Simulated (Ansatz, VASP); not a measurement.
**In2WSe3 in VASP and in Ansatz**

File POSCAR:

```
In2WSe3
1.0
    3.4804851618      0.0000000000      0.0000000000
   -1.7402425809      3.0141885676      0.0000000000
    0.0000000000      0.0000000000     15.4713295178
In W Se
2 1 3
Direct
    0.6666666667      0.3333333333      0.6336544072
    0.6666666667      0.3333333333      0.3663455928
    0.0000000000      0.0000000000      0.0000000000
    0.3333333333      0.6666666667      0.8951238693
    0.3333333333      0.6666666667      0.1048761307
    0.0000000000      0.0000000000      0.5000000000
```

Contents of INCAR.step1:

```
SYSTEM = In2WSe3
PREC     = Accurate       ! precision mode
ENCUT    = 550            ! plane-wave cutoff, eV
ISMEAR   = 0              ! smearing method
SIGMA    = 0.1            ! smearing width, eV
LREAL    = .FALSE.        ! projectors in reciprocal space
LASPH    = .TRUE.         ! aspherical terms in the spheres
NELM     = 120            ! most SCF steps
NBANDS   = 38             ! bands
GGA      = PE             ! functional
ALGO     = Normal         ! electronic algorithm
EDIFF    = 1E-5           ! SCF threshold, eV
LWAVE    = .TRUE.         ! write WAVECAR
LCHARG   = .FALSE.        ! write CHGCAR
GGA_COMPAT= .FALSE.
```

Contents of INCAR.step2:

```
SYSTEM = In2WSe3
PREC     = Accurate       ! precision mode
ENCUT    = 550            ! plane-wave cutoff, eV
EDIFF    = 1E-6           ! SCF threshold, eV
ISMEAR   = 0              ! smearing method
SIGMA    = 0.1            ! smearing width, eV
LREAL    = .FALSE.        ! projectors in reciprocal space
LASPH    = .TRUE.         ! aspherical terms in the spheres
NELM     = 120            ! most SCF steps
ALGO     = Normal         ! electronic algorithm
ISIF     = 2              ! what is computed and relaxed
LWAVE    = .FALSE.        ! write WAVECAR
LCHARG   = .TRUE.         ! write CHGCAR
METAGGA  = R2SCAN         ! meta-GGA
LMIXTAU  = .TRUE.       
LELF     = .TRUE.         ! ELF
LVHAR    = .TRUE.       
NBANDS   = 38             ! bands
ISTART   = 1            
GGA_COMPAT= .FALSE.
```

File KPOINTS:

```
regular mesh
0
G
  12 12 2
  0 0 0
```

Input for Ansatz:

```yaml
crystal:
  lattice:
    - [3.4804851618, 0.0, 0.0]
    - [-1.7402425809, 3.0141885676, 0.0]
    - [0.0, 0.0, 15.4713295178]
  atoms:
    - { symbol: In, position: [0.6666666667, 0.3333333333, 0.6336544072] }
    - { symbol: In, position: [0.6666666667, 0.3333333333, 0.3663455928] }
    - { symbol: W, position: [0.0, 0.0, 0.0] }
    - { symbol: Se, position: [0.3333333333, 0.6666666667, 0.8951238693] }
    - { symbol: Se, position: [0.3333333333, 0.6666666667, 0.1048761307] }
    - { symbol: Se, position: [0.0, 0.0, 0.5] }
basis:
  ecutwfc: 500
kpoints:
  mp_grid: { grid: [12, 12, 2] }
hamiltonian:
  xc: r2scan
scf:
  occupations: { method: gaussian, width: 0.1 }
output:
  forces: true
  stress: true
  eigenvalues: true
```

Alike in both runs: task single point; functional r2SCAN; k mesh 12 × 12 × 2; occupations gaussian, width 0.1 eV; no spin polarisation.

|  | VASP | Ansatz |
| --- | --- | --- |
| version | VASP 6.6.1 | Ansatz 0.2.0 |
| potentials or method | VASP PAW PBE potentials, release 64 (In_d, W_sv, Se), cutoff 550 eV | scalar-relativistic, plane waves, PAW |
| valence electrons in the cell | 58 | 88 |

Ansatz gave:

- gap on the k mesh at the Fermi level (eV): none
- pressure (GPa): -1.4
- traceless stress, the component that is largest in VASP (GPa): -0.91
- rms of the force components (eV/Å): 0.124

Q: Estimate VASP's values.

A: gap on the k mesh at the Fermi level (eV): none; pressure (GPa): -1.3; traceless stress, the component that is largest in VASP (GPa): -0.88; rms of the force components (eV/Å): 0.112.

VASP's potentials were made for PBE, not for r2SCAN. Atom by atom the forces differ by 0.012 eV/Å (rms over components). A gap of «none» marks a metal or a gap that the smearing closes. VASP's potentials hold 58 valence electrons a cell and Ansatz's 88, so a difference there can come from the potentials and not from the codes.

Spin-orbit coupling is off throughout.
